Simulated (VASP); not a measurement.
# LiNbO3 (R3c) in VASP: notebook

LiNbO3 is run at these levels: PBEsol, r2SCAN+rVV10; tasks: single point, relaxation of cell and atoms.

Program: VASP 6.6.1. These are calculated values, not measurements. Logs are shortened: lines on timing, memory, paths and dates and some standing lists are left out, and cuts for length are marked.

### Step 1. The cell of the first run

The structure is trigonal, space group R3c (No. 161). The conventional cell has a = 5.135 Å, b = 5.135 Å, c = 13.825 Å, α = 90.00°, β = 90.00°, γ = 120.00°. Within 2.7 Å of Li (site symmetry 3) lie 6 O at 2.05 to 2.24 Å. Within 2.5 Å of Nb (site symmetry 3) lie 6 O at 1.88 to 2.12 Å. Within 2.5 Å of O (site symmetry 1) lie 2 Nb at 1.88 to 2.12 Å and 2 Li at 2.05 to 2.24 Å.

### Step 2. Single point, PBEsol

Contents of INCAR:

```
SYSTEM = LiNbO3
  ALGO = Normal
  EDIFF = 1E-7
  ENCUT = 520
  GGA = PS
  ISIF = 2
  ISMEAR = -1
  LASPH = .True.
  LCHARG = .False.
  LREAL = .False.
  LWAVE = .False.
  NBANDS = 45
  NELM = 80
  PREC = Accurate
  SIGMA = 0.03
```

Contents of KPOINTS:

```
k-points
0
Gamma
  6 6 6
  0 0 0
```

Contents of POSCAR:

```
LiNbO3
1.0
    2.5673515918      1.4822611326      4.6081805666
   -2.5673515918      1.4822611326      4.6081805666
    0.0000000000     -2.9645222653      4.6081805666
Li Nb O
2 2 6
Direct
    0.7817366487      0.7817366487      0.7817366487
    0.2817366487      0.2817366487      0.2817366487
    0.4993852046      0.4993852046      0.4993852046
    0.9993852046      0.9993852046     -0.0006147954
    0.6103009941      0.2196205889      0.8609565636
    0.8609565636      0.6103009941      0.2196205889
    0.1103009941      0.3609565636      0.7196205889
    0.2196205889      0.8609565636      0.6103009941
    0.7196205889      0.1103009941      0.3609565636
    0.3609565636      0.7196205889      0.1103009941
```

Potentials or basis: VASP PAW PBE potentials, release 64 (Li_sv, Nb_sv, O).

Run with:

```console
cat potpaw_PBE.64/Li_sv/POTCAR potpaw_PBE.64/Nb_sv/POTCAR potpaw_PBE.64/O/POTCAR > POTCAR
mpirun -np 1 vasp_std > vasp.out
```

OUTCAR:

```text
SYSTEM = LiNbO3
   EDIFF = 1E-7
   ENCUT = 520
   GGA = PS
   ISIF = 2
   ISMEAR = -1
   LASPH = .True.
   LREAL = .False.
   NELM = 80
   PREC = Accurate

 ion  position               nearest neighbor table
   1  0.782  0.782  0.782-  10 2.05   7 2.05   9 2.05   8 2.24   5 2.24   6 2.24
   2  0.282  0.282  0.282-   8 2.05   6 2.05   5 2.05  10 2.24   9 2.24   7 2.24
   3  0.499  0.499  0.499-   6 1.88   8 1.88   5 1.88   7 2.12   9 2.12  10 2.12
   4  0.999  0.999  0.999-   7 1.88  10 1.88   9 1.88   6 2.12   5 2.12   8 2.12
   5  0.610  0.220  0.861-   3 1.88   2 2.05   4 2.12   1 2.24
   6  0.861  0.610  0.220-   3 1.88   2 2.05   4 2.12   1 2.24
   7  0.110  0.361  0.720-   4 1.88   1 2.05   3 2.12   2 2.24
   8  0.220  0.861  0.610-   3 1.88   2 2.05   4 2.12   1 2.24
   9  0.720  0.110  0.361-   4 1.88   1 2.05   3 2.12   2 2.24
  10  0.361  0.720  0.110-   4 1.88   1 2.05   3 2.12   2 2.24

  LATTYP: Found a trigonal (rhomboedric) cell.
 ALAT       =     5.4793905131
 COS(alpha) =     0.5609275527

  Lattice vectors:

 A1 = (   2.5673515918,   1.4822611326,   4.6081805666)
 A2 = (  -2.5673515918,   1.4822611326,   4.6081805666)
 A3 = (   0.0000000000,  -2.9645222653,   4.6081805666)

Analysis of symmetry for initial positions (statically):
=====================================================================
 Subroutine PRICEL returns:
 Original cell was already a primitive cell.

 Routine SETGRP: Setting up the symmetry group for a
 trigonal (rhombohedral) supercell.

 Subroutine GETGRP returns: Found  6 space group operations
 (whereof  3 operations were pure point group operations)
 out of a pool of 12 trial point group operations.

The static configuration has the point symmetry C_3 .
 The point group associated with its full space group is C_3v.

Analysis of symmetry for dynamics (positions and initial velocities):
=====================================================================
 Subroutine PRICEL returns:
 Original cell was already a primitive cell.

 Routine SETGRP: Setting up the symmetry group for a
 trigonal (rhombohedral) supercell.

 Subroutine GETGRP returns: Found  6 space group operations
 (whereof  3 operations were pure point group operations)
 out of a pool of 12 trial point group operations.

The dynamic configuration has the point symmetry C_3 .
 The point group associated with its full space group is C_3v.

 Subroutine INISYM returns: Found  6 space group operations
 (whereof  3 operations are pure point group operations),
 and found     1 'primitive' translations

----------------------------------------------------------------------------------------

                                     Primitive cell

  volume of cell :     105.2182

  direct lattice vectors                    reciprocal lattice vectors
     2.567351592  1.482261133  4.608180567     0.194753224  0.112440826  0.072335128
    -2.567351592  1.482261133  4.608180567    -0.194753224  0.112440826  0.072335128
     0.000000000 -2.964522265  4.608180567     0.000000000 -0.224881653  0.072335128

  length of vectors
     5.479390513  5.479390513  5.479390513     0.236228975  0.236228975  0.236228975

  position of ions in fractional coordinates (direct lattice)
     0.781736649  0.781736649  0.781736649
     0.281736649  0.281736649  0.281736649
     0.499385205  0.499385205  0.499385205
     0.999385205  0.999385205  0.999385205
     0.610300994  0.219620589  0.860956564
     0.860956564  0.610300994  0.219620589
     0.110300994  0.360956564  0.719620589
     0.219620589  0.860956564  0.610300994
     0.719620589  0.110300994  0.360956564
     0.360956564  0.719620589  0.110300994

  ion indices of the primitive-cell ions
   primitive index   ion index
                 1           1
                 2           2
                 3           3
                 4           4
                 5           5
                 6           6
                 7           7
                 8           8
                 9           9
                10          10

----------------------------------------------------------------------------------------

 KPOINTS: k-points

Automatic generation of k-mesh.
 Grid dimensions read from file:
 generate k-points for:    6    6    6

 Generating k-lattice:

  Cartesian coordinates                     Fractional coordinates (reciprocal lattice)
     0.032458871  0.018740138  0.012055855     0.166666667 -0.000000000  0.000000000
    -0.032458871  0.018740138  0.012055855    -0.000000000  0.166666667  0.000000000
     0.000000000 -0.037480275  0.012055855     0.000000000  0.000000000  0.166666667

  Length of vectors
     0.039371496  0.039371496  0.039371496

  Shift w.r.t. Gamma in fractional coordinates (k-lattice)
     0.000000000  0.000000000  0.000000000

 Subroutine IBZKPT returns following result:
 ===========================================

 Found     32 irreducible k-points:

 Following reciprocal coordinates:
            Coordinates               Weight
  0.000000  0.000000  0.000000      1.000000
  0.166667  0.000000  0.000000      6.000000
  0.333333 -0.000000 -0.000000      6.000000
  0.500000  0.000000  0.000000      3.000000
  0.166667  0.166667  0.000000      6.000000
  0.333333  0.166667  0.000000     12.000000
[... 16 lines left out ...]
  0.500000  0.500000  0.166667      6.000000
 -0.333333  0.500000  0.166667     12.000000
 [... further k-points ...]
   k-points           NKPTS =     32   k-points in BZ     NKDIM =     32   number of bands    NBANDS=     45
   number of dos      NEDOS =    301   number of ions     NIONS =     10
   total plane-waves  NPLWV =  74088
   dimension x,y,z NGX =    42 NGY =   42 NGZ =   42
   dimension x,y,z NGXF=    84 NGYF=   84 NGZF=   84
   ions per type =               2   2   6
   NGX,Y,Z   is equivalent  to a cutoff of  12.74, 12.74, 12.74 a.u.
   NGXF,Y,Z  is equivalent  to a cutoff of  25.49, 25.49, 25.49 a.u.
 SYSTEM =  LiNbO3
   PREC   = accura    normal or accurate (medium, high low for compatibility)
   ISTART =      0    job   : 0-new  1-cont  2-samecut
   ICHARG =      2    charge: 1-file 2-atom 10-const
   ISPIN  =      1    spin polarized calculation?
   LNONCOLLINEAR =      F non collinear calculations
   LSORBIT =      F    spin-orbit coupling
   LASPH  =      T    aspherical Exc in radial PAW
   ENCUT  =  520.0 eV  38.22 Ry    6.18 a.u.  10.19 10.19 10.19*2*pi/ulx,y,z
   NELM   =     80;   NELMIN=  2; NELMDL= -5     # of ELM steps
   EDIFF  = 0.1E-06   stopping-criterion for ELM
   LREAL  =      F    real-space projection
   EDIFFG = 0.1E-05   stopping-criterion for IOM
   NSW    =      0    number of steps for IOM
   IBRION =     -1    ionic relax: 0-MD 1-quasi-New 2-CG
   NFREE  =      0    steps in history (QN), initial steepest desc. (CG)
   ISIF   =      2    stress and relaxation
   ISYM   =      2    0-nonsym 1-usesym 2-fastsym
   POTIM  = 0.5000    time-step for ionic-motion
   TEBEG  =    0.0;   TEEND  =   0.0 temperature during run
   PSTRESS=    0.0 pullay stress
   NELECT =      68.0000    total number of electrons
   NUPDOWN=      -1.0000    fix difference up-down
   EMIN   =  10.00;   EMAX   =-10.00  energy-range for DOS
   EFERMI =   0.00;   METHOD = LEGACY
   ISMEAR =    -1;   SIGMA  =   0.03  broadening in eV -4-tet -1-fermi 0-gaus
   EFERMI_NEDOS =   21; number of points for ismear=-14 and -15
   IALGO  =     38    algorithm
   IMIX   =      4    mixing-type and parameters
     AMIX     =   0.40;   BMIX     =  1.00
     AMIX_MAG =   1.60;   BMIX_MAG =  1.00
  volume/ion in A,a.u.               =      10.52        71.00
  Fermi-wavevector in a.u.,A,eV,Ry     =   1.415405  2.674728 27.257539  2.003373
  Thomas-Fermi vector in A             =   2.536847
   LORBIT       =      0    0 simple, 1 ext, 2 COOP (PROOUT), +10 PAW based schemes
   GGA     = PS    functional components
   LHFCALC =     F    Hartree Fock is set to
   AEXX    =    0.0000 exact exchange contribution
   IVDW    =     0    specifies the selected vdW correction
   LEPSILON=     F    determine dielectric tensor
   LRPA    =     F    only Hartree local field effects (RPA)
 non-spin polarized calculation
  energy-cutoff  :      520.00
  volume of cell :      105.22
 maximum number of plane-waves:      2858
 NGX is ok and might be reduce to    42
   NGX = 21   NGY = 21   NGZ = 21

 number of electron      67.9999996 magnetization

 Free energy of the ion-electron system (eV)
  ---------------------------------------------------
  ext. energy  EPLUGINS =         0.00000000
  ---------------------------------------------------
  free energy    TOTEN  =       -83.44690230 eV

  energy without entropy =      -83.44690230  energy(sigma->0) =      -83.44690230

 E-fermi :   4.1965     XC(G=0): -11.1009

 val. band max:        3.5289083758   @ k =   0.1667   0.1667   0.1667
 cond. band min:       7.0396467107   @ k =   0.0000   0.0000   0.0000
 fundamental gap:      3.5107383348
 Fermi energy:         4.1965146334

 k-point     1 :       0.0000    0.0000    0.0000
  band No.  band energies     occupation
      1     -50.5078      2.00000
      2     -50.4915      2.00000
      3     -38.2916      2.00000
      4     -38.2887      2.00000
      5     -26.8656      2.00000
      6     -26.8656      2.00000
[... 37 lines left out ...]
     44      13.6025      0.00000
     45      13.6649      0.00000

 k-point     2 :       0.1667    0.0000    0.0000
  band No.  band energies     occupation
      1     -50.5067      2.00000
      2     -50.4925      2.00000
      3     -38.2915      2.00000
      4     -38.2889      2.00000
      5     -26.8564      2.00000
      6     -26.8550      2.00000
[... 37 lines left out ...]
     44      13.5180      0.00000
     45      13.5841      0.00000

 k-point     3 :       0.3333   -0.0000   -0.0000
  band No.  band energies     occupation
      1     -50.5037      2.00000
      2     -50.4955      2.00000
      3     -38.2910      2.00000
      4     -38.2894      2.00000
      5     -26.8296      2.00000
      6     -26.8256      2.00000
[... 37 lines left out ...]
     44      13.2895      0.00000
     45      13.3224      0.00000

 k-point     4 :       0.5000    0.0000    0.0000
  band No.  band energies     occupation
      1     -50.4996      2.00000
      2     -50.4996      2.00000
      3     -38.2902      2.00000
      4     -38.2902      2.00000
      5     -26.7894      2.00000
      6     -26.7894      2.00000
[... 901 lines left out ...]
     44      13.1461      0.00000
     45      13.4167      0.00000

 k-point    23 :       0.5000    0.5000    0.1667
  band No.  band energies     occupation
      1     -50.5020      2.00000
      2     -50.4972      2.00000
      3     -38.2907      2.00000
      4     -38.2898      2.00000
      5     -26.8651      2.00000
      6     -26.8564      2.00000
[... 37 lines left out ...]
     44      13.1707      0.00000
     45      13.6688      0.00000

 k-point    24 :      -0.3333    0.5000    0.1667
  band No.  band energies     occupation
      1     -50.5009      2.00000
      2     -50.4982      2.00000
      3     -38.2905      2.00000
      4     -38.2900      2.00000
      5     -26.8691      2.00000
      6     -26.8672      2.00000
[... 37 lines left out ...]
     44      13.1315      0.00000
     45      13.9593      0.00000

 [... further k-points ...]

------------------------ aborting loop because EDIFF is reached ----------------------------------------

  FORCE on cell =-STRESS in cart. coord.  units (eV):
  Direction    XX          YY          ZZ          XY          YZ          ZX
  --------------------------------------------------------------------------------------
  -------------------------------------------------------------------------------------
  Total       -0.1526543     -0.1526543     -0.1725662     -0.0000000      0.0000000      0.0000000
  in kB       -2.3244967     -2.3244967     -2.6276980     -0.0000000      0.0000000      0.0000000
  external PRESSURE =      -2.4255638 kB  Pullay stress =       0.0000000 kB

 VOLUME and BASIS-vectors are now :
 -----------------------------------------------------------------------------
  energy-cutoff  :      520.00
  volume of cell :      105.22
      direct lattice vectors                 reciprocal lattice vectors
     2.567351592  1.482261133  4.608180567     0.194753224  0.112440826  0.072335128
    -2.567351592  1.482261133  4.608180567    -0.194753224  0.112440826  0.072335128
     0.000000000 -2.964522265  4.608180567     0.000000000 -0.224881653  0.072335128

 POSITION                                       TOTAL-FORCE (eV/Angst)
 -----------------------------------------------------------------------------------
      0.00000     -0.00000     10.80715         0.000000     -0.000000      0.002834
      0.00000     -0.00000      3.89488         0.000000     -0.000000      0.002834
      0.00000     -0.00000      6.90377         0.000000      0.000000     -0.038293
      0.00000     -0.00000     13.81604         0.000000      0.000000     -0.038293
      1.00301     -1.32216      7.79187         0.013139      0.005420      0.011820
      0.64352      1.52972      7.79187        -0.011263      0.008669      0.011820
     -0.64352     -1.43480      5.48778         0.011263      0.008669      0.011820
     -1.64653     -0.20755      7.79187        -0.001876     -0.014089      0.011820
      1.56434      0.16010      5.48778        -0.013139      0.005420      0.011820
     -0.92082      1.27471      5.48778         0.001876     -0.014089      0.011820
 -----------------------------------------------------------------------------------
    total drift:                                0.000000     -0.000000     -0.000584

  FREE ENERGIE OF THE ION-ELECTRON SYSTEM (eV)
  ---------------------------------------------------
  free  energy   TOTEN  =       -83.4469023023 eV

  energy  without entropy=      -83.4469023023  energy(sigma->0) =      -83.44690230
```

Wall time 3 min (1 thread of Intel Xeon 6975P-C (Granite Rapids), shared host); peak memory 0.31 GiB.

Results:

```
Free energy            : -83.4469 eV
Largest force          : 0.038 eV/Å
Band gap on the k mesh : 3.51 eV (least direct gap 3.52 eV)
```

Forces on the atoms (eV/Å):
```
Li   0.000  0.000  0.003
Li   0.000  0.000  0.003
Nb   0.000  0.000 -0.038
Nb   0.000  0.000 -0.038
O    0.013  0.005  0.012
O   -0.011  0.009  0.012
O    0.011  0.009  0.012
O   -0.002 -0.014  0.012
O   -0.013  0.005  0.012
O    0.002 -0.014  0.012
```

Caveat: the cutoff is under 1.25 times the usual one of these potentials, so pressure, stress and relaxed cells hold a basis-set (Pulay) error; the PAW data sets were made with another functional, which shifts forces and pressure a little. A k mesh can miss the band edges.

### Step 3. Single point, r2SCAN+rVV10

This run uses another cell than the first one, of 10.46 Å³/atom.

Contents of POSCAR:

```
LiNbO3
1.0
    2.5581289410      1.4769364327      4.6128340477
   -2.5581289410      1.4769364327      4.6128340477
    0.0000000000     -2.9538728654      4.6128340477
Li Nb O
2 2 6
Direct
    0.7821784742      0.7821784742      0.7821784742
    0.2821784742      0.2821784742      0.2821784742
    0.5000172403      0.5000172403      0.5000172403
    1.0000172403      1.0000172403      0.0000172403
    0.6060343600      0.2189541641      0.8648157614
    0.8648157614      0.6060343600      0.2189541641
    0.1060343600      0.3648157614      0.7189541641
    0.2189541641      0.8648157614      0.6060343600
    0.7189541641      0.1060343600      0.3648157614
    0.3648157614      0.7189541641      0.1060343600
```

Contents of INCAR.step1:

```
ALGO = Normal ; EDIFF = 1E-4
ENCUT = 520 ; GGA = PE
ISMEAR = -1 ; LASPH = T
LCHARG = F ; LREAL = F
LWAVE = T ; NBANDS = 45
NELM = 80 ; PREC = Accurate
SIGMA = 0.03
```

Contents of INCAR.step2:

```
ALGO = Normal ; BPARAM = 11.95
CPARAM = 0.0093 ; EDIFF = 1E-6
ENCUT = 520 ; ISIF = 2
ISMEAR = -1 ; ISTART = 1
IVDW_NL = 2 ; LASPH = T
LCHARG = F ; LMIXTAU = T
LREAL = F ; LUSE_VDW = T
LWAVE = F ; METAGGA = R2SCAN
NBANDS = 45 ; NELM = 80
PREC = Accurate ; SIGMA = 0.03
```

Contents of KPOINTS:

```
k-points
0
Gamma
  6 6 6
```

Potentials or basis: VASP PAW PBE potentials, release 64 (Li_sv, Nb_sv, O).

Run with:

```console
cat potpaw_PBE.64/Li_sv/POTCAR potpaw_PBE.64/Nb_sv/POTCAR potpaw_PBE.64/O/POTCAR > POTCAR
cp INCAR.step1 INCAR
mpirun -np 1 vasp_std > vasp.out
cp INCAR.step2 INCAR
mpirun -np 1 vasp_std > vasp.out
```

It took 11 min on 1 thread of Intel Xeon 6975P-C (Granite Rapids), shared host; peak memory 0.61 GiB.

It converged, with:

| Property | Result |
| --- | --- |
| Free energy | -116.9056 eV |
| Largest force | 0.025 eV/Å |
| Band gap on the k mesh | 4.02 eV (least direct gap 4.07 eV) |

Forces in eV/Å, atoms in the order of the input:
```
Li   0.000  0.000 -0.006
Li   0.000  0.000 -0.006
Nb   0.000  0.000 -0.025
Nb   0.000  0.000 -0.025
O    0.013 -0.017  0.010
O    0.008  0.019  0.010
O   -0.008  0.019  0.010
O   -0.021 -0.003  0.010
O   -0.013 -0.017  0.010
O    0.021 -0.003  0.010
```

Levels at points of the mesh, in eV from the valence-band top:
| k point | band 30 | band 31 | band 32 | band 33 | band 34 | band 35 | band 36 | band 37 | band 38 | band 39 |
| --- | --- | --- | --- | --- | --- | --- | --- | --- | --- | --- |
| (0.00, 0.00, 0.00) | -0.71 | -0.62 | -0.53 | -0.01 | -0.01 | 4.06 | 4.06 | 4.50 | 5.58 | 5.58 |
| (0.50, 0.00, 0.00) | -0.46 | -0.29 | -0.29 | -0.19 | -0.19 | 4.30 | 4.30 | 5.17 | 5.17 | 5.41 |
| (0.50, 0.50, 0.00) | -0.96 | -0.68 | -0.67 | -0.47 | -0.22 | 4.13 | 4.55 | 5.04 | 5.04 | 5.71 |
| (0.50, 0.50, 0.50) | -0.66 | -0.30 | -0.30 | -0.30 | -0.30 | 5.10 | 5.10 | 5.30 | 5.30 | 5.30 |

Caveat: the cutoff is under 1.25 times the usual one of these potentials, so pressure, stress and relaxed cells hold a basis-set (Pulay) error; the PAW data sets were made with another functional, which shifts forces and pressure a little. A k mesh can miss the band edges.

[end of part 1 of 2]
